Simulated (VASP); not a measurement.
A run of VASP 6.6.1 is set up as follows.

The input POSCAR:

```
Ag
1.0
    0.0000000000      2.0519023311      2.0519023311
    2.0519023311      0.0000000000      2.0519023311
    2.0519023311      2.0519023311      0.0000000000
Ag
1
Direct
    0.0000000000      0.0000000000      0.0000000000
```

File INCAR.step1:

```
SYSTEM = Ag
PREC     = Accurate       ! precision mode
ENCUT    = 520            ! plane-wave cutoff, eV
ISMEAR   = -1             ! smearing method
SIGMA    = 0.1            ! smearing width, eV
LREAL    = .False.        ! projectors in reciprocal space
LASPH    = .True.         ! aspherical terms in the spheres
NELM     = 80             ! most SCF steps
NBANDS   = 12             ! bands
GGA      = PE             ! functional
ALGO     = Normal         ! electronic algorithm
EDIFF    = 1E-4           ! SCF threshold, eV
LWAVE    = .True.         ! write WAVECAR
LCHARG   = .False.        ! write CHGCAR
```

Contents of INCAR.step2:

```
SYSTEM = Ag
PREC     = Accurate       ! precision mode
ENCUT    = 520            ! plane-wave cutoff, eV
EDIFF    = 1E-7           ! SCF threshold, eV
ISMEAR   = -1             ! smearing method
SIGMA    = 0.1            ! smearing width, eV
LREAL    = .False.        ! projectors in reciprocal space
LASPH    = .True.         ! aspherical terms in the spheres
NELM     = 80             ! most SCF steps
ALGO     = Normal         ! electronic algorithm
ISIF     = 2              ! what is computed and relaxed
LWAVE    = .False.        ! write WAVECAR
LCHARG   = .False.        ! write CHGCAR
METAGGA  = R2SCAN         ! meta-GGA
LMIXTAU  = .True.       
NBANDS   = 12             ! bands
ISTART   = 1
```

Contents of KPOINTS:

```
Automatic mesh
0
Gamma
  22 22 22
  0 0 0
```

Potentials or basis: VASP PAW PBE potentials, release 64 (Ag).

Launch:

```console
$ cat potpaw_PBE.64/Ag/POTCAR > POTCAR
$ cp INCAR.step1 INCAR
$ mpirun -np 1 vasp_std > vasp.out
$ cp INCAR.step2 INCAR
$ mpirun -np 1 vasp_std > vasp.out
```

**Question.** What does it give for the pressure?

**Answer.** 0.2 GPa.

Caveat: the PAW data sets were made with another functional, which shifts forces and pressure a little.
